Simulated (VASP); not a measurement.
# PtSe2 (P-3m1) in VASP: single point with HSE06

Aim: the single point of PtSe2 with HSE06.

All numbers are computed with VASP 6.6.1; they aren't measurements. Logs are shortened: lines on timing, memory, paths and dates and some standing lists are left out, and cuts for length are marked.

## 1. The cell of the first run

Symmetry: P-3m1, No. 164, trigonal system. The conventional cell has a = 3.724 Å, b = 3.724 Å, c = 5.062 Å, α = 90.00°, β = 90.00°, γ = 120.00°. Within 3.3 Å of Pt (site symmetry -3m) lie 6 Se at 2.49 Å. Se (site symmetry 3m) has 3 Pt at 2.49 Å and 6 Se at 3.32 Å within 3.4 Å.

## 2. Single point, HSE06

Input file POSCAR:

```
PtSe2
1.0
    3.7240000000      0.0000000000      0.0000000000
   -1.8620000000      3.2250786037      0.0000000000
    0.0000000000      0.0000000000      5.0620000000
Pt Se
1 2
Direct
    0.0000000000      0.0000000000      0.0000000000
    0.3333333333      0.6666666667      0.2500000000
    0.6666666667      0.3333333333      0.7500000000
```

Input file INCAR.step1:

```
SYSTEM = PtSe2
PREC     = Accurate       ! precision mode
ENCUT    = 520            ! plane-wave cutoff, eV
EDIFF    = 1E-5           ! SCF threshold, eV
ISMEAR   = 0              ! smearing method
SIGMA    = 0.1            ! smearing width, eV
LREAL    = .False.        ! projectors in reciprocal space
LASPH    = .True.         ! aspherical terms in the spheres
NELM     = 60             ! most SCF steps
ALGO     = Normal         ! electronic algorithm
ISIF     = 2              ! what is computed and relaxed
LWAVE    = .True.         ! write WAVECAR
GGA      = PE             ! functional
NBANDS   = 18             ! bands
KPAR     = 4
```

Input file INCAR.step2:

```
SYSTEM = PtSe2
PREC     = Accurate       ! precision mode
ENCUT    = 520            ! plane-wave cutoff, eV
EDIFF    = 1E-6           ! SCF threshold, eV
ISMEAR   = 0              ! smearing method
SIGMA    = 0.1            ! smearing width, eV
LREAL    = .False.        ! projectors in reciprocal space
LASPH    = .True.         ! aspherical terms in the spheres
NELM     = 60             ! most SCF steps
ALGO     = Normal         ! electronic algorithm
ISIF     = 2              ! what is computed and relaxed
LWAVE    = .False.        ! write WAVECAR
LCHARG   = .True.         ! write CHGCAR
GGA      = PE             ! functional
LHFCALC  = .True.         ! exact exchange
HFSCREEN = 0.2079         ! screening, 1/A
PRECFOCK = Normal       
LVHAR    = .True.       
ISTART   = 1            
NBANDS   = 18             ! bands
KPAR     = 4
```

Input file KPOINTS:

```
regular mesh
0
Gamma
  6 6 4
  0 0 0
```

Potentials or basis: VASP PAW PBE potentials, release 64 (Pt, Se).

Command:

```
cat potpaw_PBE.64/Pt/POTCAR potpaw_PBE.64/Se/POTCAR > POTCAR
cp INCAR.step1 INCAR
mpirun -np 4 vasp_std > vasp.out
cp INCAR.step2 INCAR
mpirun -np 4 vasp_std > vasp.out
```

OUTCAR:

```text
SYSTEM = PtSe2
   PREC = Accurate
   ENCUT = 520
   EDIFF = 1E-6
   ISMEAR = 0
   LREAL = .False.
   LASPH = .True.
   NELM = 60
   ISIF = 2
   GGA = PE
   LHFCALC = .True.
   HFSCREEN = 0.2079
   PRECFOCK = Normal
   ISTART = 1

 ion  position               nearest neighbor table
   1  0.000  0.000  0.000-   2 2.49   3 2.49   3 2.49   2 2.49   3 2.49   2 2.49
   2  0.333  0.667  0.250-   1 2.49   1 2.49   1 2.49
   3  0.667  0.333  0.750-   1 2.49   1 2.49   1 2.49

  LATTYP: Found a hexagonal cell.
 ALAT       =     3.7240000000
 C/A-ratio  =     1.3592910849

  Lattice vectors:

 A1 = (   3.7240000000,   0.0000000000,   0.0000000000)
 A2 = (  -1.8620000000,   3.2250786037,   0.0000000000)
 A3 = (   0.0000000000,   0.0000000000,   5.0620000000)

Analysis of symmetry for initial positions (statically):
=====================================================================
 Subroutine PRICEL returns:
 Original cell was already a primitive cell.

 Routine SETGRP: Setting up the symmetry group for a
 hexagonal supercell.

 Subroutine GETGRP returns: Found 12 space group operations
 (whereof 12 operations were pure point group operations)
 out of a pool of 24 trial point group operations.

The static configuration has the point symmetry D_3d.

Analysis of symmetry for dynamics (positions and initial velocities):
=====================================================================
 Subroutine PRICEL returns:
 Original cell was already a primitive cell.

 Routine SETGRP: Setting up the symmetry group for a
 hexagonal supercell.

 Subroutine GETGRP returns: Found 12 space group operations
 (whereof 12 operations were pure point group operations)
 out of a pool of 24 trial point group operations.

The dynamic configuration has the point symmetry D_3d.

 Subroutine INISYM returns: Found 12 space group operations
 (whereof 12 operations are pure point group operations),
 and found     1 'primitive' translations

----------------------------------------------------------------------------------------

                                     Primitive cell

  volume of cell :      60.7956

  direct lattice vectors                    reciprocal lattice vectors
     3.724000000  0.000000000  0.000000000     0.268528464  0.155034981  0.000000000
    -1.862000000  3.225078604  0.000000000     0.000000000  0.310069962  0.000000000
     0.000000000  0.000000000  5.062000000     0.000000000  0.000000000  0.197550375

  length of vectors
     3.724000000  3.724000000  5.062000000     0.310069962  0.310069962  0.197550375

  position of ions in fractional coordinates (direct lattice)
     0.000000000  0.000000000  0.000000000
     0.333333333  0.666666667  0.250000000
     0.666666667  0.333333333  0.750000000

  ion indices of the primitive-cell ions
   primitive index   ion index
                 1           1
                 2           2
                 3           3

----------------------------------------------------------------------------------------

 KPOINTS: regular mesh

Automatic generation of k-mesh.
 Grid dimensions read from file:
 generate k-points for:    6    6    4

 Generating k-lattice:

  Cartesian coordinates                     Fractional coordinates (reciprocal lattice)
     0.044754744  0.025839163  0.000000000     0.166666667  0.000000000  0.000000000
     0.000000000  0.051678327  0.000000000     0.000000000  0.166666667  0.000000000
     0.000000000  0.000000000  0.049387594     0.000000000  0.000000000  0.250000000

  Length of vectors
     0.051678327  0.051678327  0.049387594

  Shift w.r.t. Gamma in fractional coordinates (k-lattice)
     0.000000000  0.000000000  0.000000000

 Subroutine IBZKPT returns following result:
 ===========================================

 Found     24 irreducible k-points:

 Following reciprocal coordinates:
            Coordinates               Weight
  0.000000  0.000000  0.000000      1.000000
  0.166667  0.000000  0.000000      6.000000
  0.333333 -0.000000  0.000000      6.000000
  0.500000 -0.000000  0.000000      3.000000
  0.166667  0.166667  0.000000      6.000000
  0.333333  0.166667  0.000000     12.000000
[... 16 lines left out ...]
  0.333333  0.166667  0.500000     12.000000
  0.333333  0.333333  0.500000      2.000000
   k-points           NKPTS =     24   k-points in BZ     NKDIM =    144   number of bands    NBANDS=     18
   number of dos      NEDOS =    301   number of ions     NIONS =      3
   total plane-waves  NPLWV =  31360
   dimension x,y,z NGX =    28 NGY =   28 NGZ =   40
   dimension x,y,z NGXF=    56 NGYF=   56 NGZF=   80
   ions per type =               1   2
   NGX,Y,Z   is equivalent  to a cutoff of  12.50, 12.50, 13.14 a.u.
   NGXF,Y,Z  is equivalent  to a cutoff of  25.00, 25.00, 26.27 a.u.
 SYSTEM =  PtSe2
   PREC   = accura    normal or accurate (medium, high low for compatibility)
   ISTART =      1    job   : 0-new  1-cont  2-samecut
   ICHARG =      0    charge: 1-file 2-atom 10-const
   ISPIN  =      1    spin polarized calculation?
   LNONCOLLINEAR =      F non collinear calculations
   LSORBIT =      F    spin-orbit coupling
   LASPH  =      T    aspherical Exc in radial PAW
   ENCUT  =  520.0 eV  38.22 Ry    6.18 a.u.   6.92  6.92  9.41*2*pi/ulx,y,z
   NELM   =     60;   NELMIN=  2; NELMDL=  0     # of ELM steps
   EDIFF  = 0.1E-05   stopping-criterion for ELM
   LREAL  =      F    real-space projection
   EDIFFG = 0.1E-04   stopping-criterion for IOM
   NSW    =      0    number of steps for IOM
   IBRION =     -1    ionic relax: 0-MD 1-quasi-New 2-CG
   NFREE  =      0    steps in history (QN), initial steepest desc. (CG)
   ISIF   =      2    stress and relaxation
   ISYM   =      3    0-nonsym 1-usesym 2-fastsym
   POTIM  = 0.5000    time-step for ionic-motion
   TEBEG  =    0.0;   TEEND  =   0.0 temperature during run
   PSTRESS=    0.0 pullay stress
   NELECT =      22.0000    total number of electrons
   NUPDOWN=      -1.0000    fix difference up-down
   EMIN   =  10.00;   EMAX   =-10.00  energy-range for DOS
   EFERMI =   0.00;   METHOD = LEGACY
   ISMEAR =     0;   SIGMA  =   0.10  broadening in eV -4-tet -1-fermi 0-gaus
   EFERMI_NEDOS =   21; number of points for ismear=-14 and -15
   IALGO  =     38    algorithm
   IMIX   =      1    mixing-type and parameters
     AMIX     =   0.40;   BMIX     =  1.00
     AMIX_MAG =   1.60;   BMIX_MAG =  1.00
  volume/ion in A,a.u.               =      20.27       136.76
  Fermi-wavevector in a.u.,A,eV,Ry     =   1.166608  2.204570 18.517184  1.360975
  Thomas-Fermi vector in A             =   2.303119
   LORBIT       =      0    0 simple, 1 ext, 2 COOP (PROOUT), +10 PAW based schemes
   GGA     = PE    functional components
   LHFCALC =     T    Hartree Fock is set to
   PRECFOCK=normal    Normal, Fast or Accurate (Low or Medium for compatibility)
   ENCUT4O =  -1.0   cutoff for four orbital integrals eV
   NKREDX  =     1    reduce k-point grid by
   NKREDY  =     1    reduce k-point grid by
   NKREDZ  =     1    reduce k-point grid by
   AEXX    =    0.2500 exact exchange contribution
   HFSCREEN=    0.2079 screening length (either q_TF or 0.3 A-1)
   HFSCREENC=   0.2079 screening length for correlation (either q_TF or 0.3 A-1)
   ENCUTFOCK=  -1.0 apply spherical cutoff to Coloumb kernel
   IVDW    =     0    specifies the selected vdW correction
   LEPSILON=     F    determine dielectric tensor
   LRPA    =     F    only Hartree local field effects (RPA)
 non-spin polarized calculation
 Gauss-broadening in eV      SIGMA  =   0.10
  energy-cutoff  :      520.00
  volume of cell :       60.80
 maximum number of plane-waves:      1654
  NGX = 24; NGY = 24; NGZ = 30

 number of electron      21.9999999 magnetization

 Free energy of the ion-electron system (eV)
  ---------------------------------------------------
  ext. energy  EPLUGINS =         0.00000000
  ---------------------------------------------------
  free energy    TOTEN  =       -17.19395384 eV

  energy without entropy =      -17.19222573  energy(sigma->0) =      -17.19308979

 E-fermi :   6.5203     XC(G=0):  -8.7840

 val. band max:        6.1013410863   @ k =   0.0000   0.1667   0.2500
 cond. band min:       6.6100573403   @ k =   0.0000   0.3333   0.2500
 fundamental gap:      0.5087162540
 Fermi energy:         6.5202796003

 k-point     1 :       0.0000    0.0000    0.0000
  band No.  band energies     occupation
      1     -11.1139      2.00000
      2      -7.9538      2.00000
      3      -1.9565      2.00000
      4      -1.1170      2.00000
      5      -1.1170      2.00000
      6       1.2132      2.00000
[... 10 lines left out ...]
     17      14.3022      0.00000
     18      18.9689      0.00000

 k-point     2 :       0.1667    0.0000    0.0000
  band No.  band energies     occupation
      1     -10.7753      2.00000
      2      -8.1116      2.00000
      3      -1.5675      2.00000
      4      -0.8889      2.00000
      5      -0.8876      2.00000
      6       0.8547      2.00000
[... 10 lines left out ...]
     17      15.2376      0.00000
     18      16.1649      0.00000

 k-point     3 :       0.3333   -0.0000    0.0000
  band No.  band energies     occupation
      1      -9.9118      2.00000
      2      -8.4763      2.00000
      3      -1.2342      2.00000
      4      -0.4655      2.00000
      5      -0.3916      2.00000
      6       0.1779      2.00000
[... 10 lines left out ...]
     17      14.9045      0.00000
     18      15.9745      0.00000

 k-point     4 :       0.5000   -0.0000    0.0000
  band No.  band energies     occupation
      1      -9.0591      2.00000
      2      -8.9776      2.00000
      3      -2.0330      2.00000
      4      -0.3603      2.00000
      5      -0.0343      2.00000
      6       1.4686      2.00000
[... 10 lines left out ...]
     17      14.3398      0.00000
     18      18.5200      0.00000

 k-point     5 :       0.1667    0.1667    0.0000
  band No.  band energies     occupation
      1     -10.1717      2.00000
      2      -8.3565      2.00000
      3      -0.9298      2.00000
      4      -0.6221      2.00000
      5      -0.5719      2.00000
      6       0.1431      2.00000
[... 10 lines left out ...]
     17      15.3063      0.00000
     18      15.7732      0.00000

 k-point     6 :       0.3333    0.1667    0.0000
  band No.  band energies     occupation
      1      -9.3064      2.00000
      2      -8.7042      2.00000
      3      -1.5726      2.00000
      4      -0.6198      2.00000
      5      -0.0458      2.00000
      6       0.2870      2.00000
[... 307 lines left out ...]
 k-point    21 :       0.5000   -0.0000    0.5000
  band No.  band energies     occupation
      1      -9.2006      2.00000
      2      -8.6963      2.00000
      3      -2.4273      2.00000
      4      -0.5909      2.00000
      5      -0.3123      2.00000
      6       0.5075      2.00000
[... 10 lines left out ...]
     17      16.7472      0.00000
     18      17.4915      0.00000

 k-point    22 :       0.1667    0.1667    0.5000
  band No.  band energies     occupation
      1      -9.6043      2.00000
      2      -9.0742      2.00000
      3      -1.4667      2.00000
      4      -0.9323      2.00000
      5      -0.1359      2.00000
      6       0.5132      2.00000
[... 10 lines left out ...]
     17      15.3433      0.00000
     18      16.0438      0.00000

 k-point    23 :       0.3333    0.1667    0.5000
  band No.  band energies     occupation
      1      -9.0943      2.00000
      2      -8.8445      2.00000
      3      -1.8855      2.00000
      4      -1.0406      2.00000
      5      -0.0535      2.00000
      6       0.7120      2.00000
[... 10 lines left out ...]
     17      15.5662      0.00000
     18      16.9842      0.00000

 k-point    24 :       0.3333    0.3333    0.5000
  band No.  band energies     occupation
      1      -8.8466      2.00000
      2      -8.8466      2.00000
      3      -1.1444      2.00000
      4      -1.1444      2.00000
      5      -0.8061      2.00000
      6       1.0788      2.00000
[... 10 lines left out ...]
     17      14.6440      0.00000
     18      17.2560      0.00000

------------------------ aborting loop because EDIFF is reached ----------------------------------------

  FORCE on cell =-STRESS in cart. coord.  units (eV):
  Direction    XX          YY          ZZ          XY          YZ          ZX
  --------------------------------------------------------------------------------------
  -------------------------------------------------------------------------------------
  Total        0.8917132      0.8917132      1.1719114      0.0000000      0.0000000      0.0000000
  in kB       23.4997728     23.4997728     30.8839788      0.0000000      0.0000000      0.0000000
  external PRESSURE =      25.9611748 kB  Pullay stress =       0.0000000 kB

 VOLUME and BASIS-vectors are now :
 -----------------------------------------------------------------------------
  energy-cutoff  :      520.00
  volume of cell :       60.80
      direct lattice vectors                 reciprocal lattice vectors
     3.724000000  0.000000000  0.000000000     0.268528464  0.155034981  0.000000000
    -1.862000000  3.225078604  0.000000000     0.000000000  0.310069962  0.000000000
     0.000000000  0.000000000  5.062000000     0.000000000  0.000000000  0.197550375

 POSITION                                       TOTAL-FORCE (eV/Angst)
 -----------------------------------------------------------------------------------
      0.00000      0.00000      0.00000        -0.000000      0.000000      0.000000
     -0.00000      2.15005      1.26550         0.000000      0.000000      0.086705
      1.86200      1.07503      3.79650        -0.000000     -0.000000     -0.086705
 -----------------------------------------------------------------------------------
    total drift:                               -0.000000      0.000001      0.000004

  FREE ENERGIE OF THE ION-ELECTRON SYSTEM (eV)
  ---------------------------------------------------
  free  energy   TOTEN  =       -17.1939538380 eV

  energy  without entropy=      -17.1922257339  energy(sigma->0) =      -17.19308979
```

Wall time 37 min (4 MPI ranks of AMD EPYC 7R43 (Zen 3), shared host); peak memory 0.27 GiB.

Results:

```
Free energy            : -17.1940 eV
Pressure               : 2.6 GPa
Largest force          : 0.087 eV/Å
Band gap on the k mesh : zero (bands 11 and 12 overlap by 0.11 eV)
```

Forces on the atoms (eV/Å):
```
Pt   0.000  0.000  0.000
Se   0.000  0.000  0.087
Se   0.000  0.000 -0.087
```

Stress tensor (GPa, compression positive):
```
2.35 0.00 0.00
0.00 2.35 0.00
0.00 0.00 3.09
```

Caveat: the PAW data sets were made with another functional, which shifts forces and pressure a little; spin-orbit coupling is left out, which moves the levels of the heavy elements.

The gap in the log of VASP goes by the Fermi energy; the results here count the filled bands.